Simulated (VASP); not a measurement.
The system is Sr.

```
CELL_PARAMETERS angstrom
6.82751 0.00000 0.00000
-3.41376 5.91280 0.00000
0.00000 0.00000 4.18527
ATOMIC_POSITIONS crystal
Sr 0.00000 0.00000 0.00000
Sr 0.33333 0.66667 0.50000
Sr 0.66667 0.33333 0.50000
```

This isn't the form of Sr at room conditions, which is fcc.

| Property | Result |
| --- | --- |
| Program | VASP 6.6.1 |
| Task | relaxation of cell and atoms |
| Functional | RPBE |
| Potentials or basis | VASP PAW PBE potentials, release 64 (Sr_sv) |
| Cutoff | 600 eV |
| k mesh | 6 × 6 × 8 |
| Occupations | fermi-dirac, width 0.1 eV |
| Spin | no spin polarisation |

At the start: pressure 0.6 GPa; volume 56.32 Å³/atom.

Task: Where does the relaxation end?

Result: Over 7 steps the energy falls by 6.6 meV/atom and the volume is 59.14 Å³/atom (+5.0 %); space group P6/mmm (No. 191, to 0.1 Å) before and after.

Step by step:
```tsv
step	energy change (eV)	largest force (eV/Å)	pressure (GPa)	volume (Å³)
1	0.0000	0.0000	0.58	168.96
2	-0.0159	0.0000	0.23	173.95
3	-0.0196	0.0000	-0.06	178.61
4	-0.0197	0.0000	-0.02	178.05
5	-0.0197	0.0000	-0.01	177.86
6	-0.0198	0.0000	0.00	177.66
7	-0.0199	0.0000	0.01	177.42
```

Final structure:
```
Sr
1.0
     6.99209    0.00000    0.00000
    -3.49605    6.05533    0.00000
     0.00000    0.00000    4.19053
Sr
3
Direct
  0.00000 0.00000 0.00000
  0.33333 0.66667 0.50000
  0.66667 0.33333 0.50000
```

Caveat: the PAW data sets were made with another functional, which shifts forces and pressure a little.
